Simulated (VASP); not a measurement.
Crystal: ZnC.

```
Zn C
1.0
     4.30646    0.00000    0.00000
     0.00000    4.30646    0.00000
     0.00000    0.00000    4.30646
Zn C
4 4
Direct
  0.13400 0.13400 0.13400
  0.36600 0.86600 0.63400
  0.63400 0.36600 0.86600
  0.86600 0.63400 0.36600
  0.84450 0.84450 0.84450
  0.65550 0.15550 0.34450
  0.34450 0.65550 0.15550
  0.15550 0.34450 0.65550
```

| Property | Result |
| --- | --- |
| Program | VASP 6.6.1 |
| Task | relaxation of cell and atoms |
| Functional | PBE |
| Potentials or basis | VASP PAW PBE potentials, release 64 (Zn, C) |
| Cutoff | 600 eV |
| k mesh | 4 × 4 × 4 |
| Occupations | gaussian, width 0.1 eV |
| Spin | no spin polarisation |

At the start: pressure 10.9 GPa; volume 9.98 Å³/atom.

How do energy, volume and symmetry change on relaxing?

Over 42 steps the energy falls by 348.6 meV/atom and the volume is 10.71 Å³/atom (+7.3 %); space group P2_13 (No. 198, to 0.05 Å).

The path:
```tsv
step	energy change (eV)	largest force (eV/Å)	pressure (GPa)	volume (Å³)
1	0.0000	0.5754	10.90	79.87
3	-0.2175	0.3718	-0.83	85.96
5	-0.3419	0.4151	-0.58	85.11
7	-0.4334	0.5759	10.16	81.34
9	-0.5969	0.2628	4.38	82.54
11	-0.6370	0.3668	2.09	84.69
13	-0.6695	0.2984	-0.86	86.23
15	-0.6875	0.2874	-1.28	86.34
17	-0.8214	0.4581	1.65	83.86
19	-0.8808	0.7150	4.37	82.48
21	-0.8925	0.8444	5.76	81.85
23	-0.9166	0.9214	6.14	81.78
25	-0.9475	1.2691	8.47	81.49
27	-0.9947	1.1711	6.90	81.99
29	-1.2642	1.2305	1.24	85.77
31	-1.5389	1.2114	-4.50	90.75
33	-2.6205	0.5708	-4.12	88.73
35	-2.7127	0.3628	-3.59	87.93
37	-2.7665	0.2572	1.22	84.78
39	-2.7858	0.0847	0.34	85.25
41	-2.7876	0.0507	-0.55	85.78
42	-2.7888	0.0348	-0.40	85.70
```

Final structure:
```
CELL_PARAMETERS angstrom
4.40888 0.00000 0.00000
0.00000 4.40888 0.00000
0.00000 0.00000 4.40888
ATOMIC_POSITIONS crystal
Zn 0.25200 0.25200 0.25200
Zn 0.24800 0.74800 0.75200
Zn 0.75200 0.24800 0.74800
Zn 0.74800 0.75200 0.24800
C 0.74796 0.74796 0.74796
C 0.75204 0.25204 0.24796
C 0.24796 0.75204 0.25204
C 0.25204 0.24796 0.75204
```

Caveat: the k points lie up to 0.36 Å⁻¹ apart in the final cell.
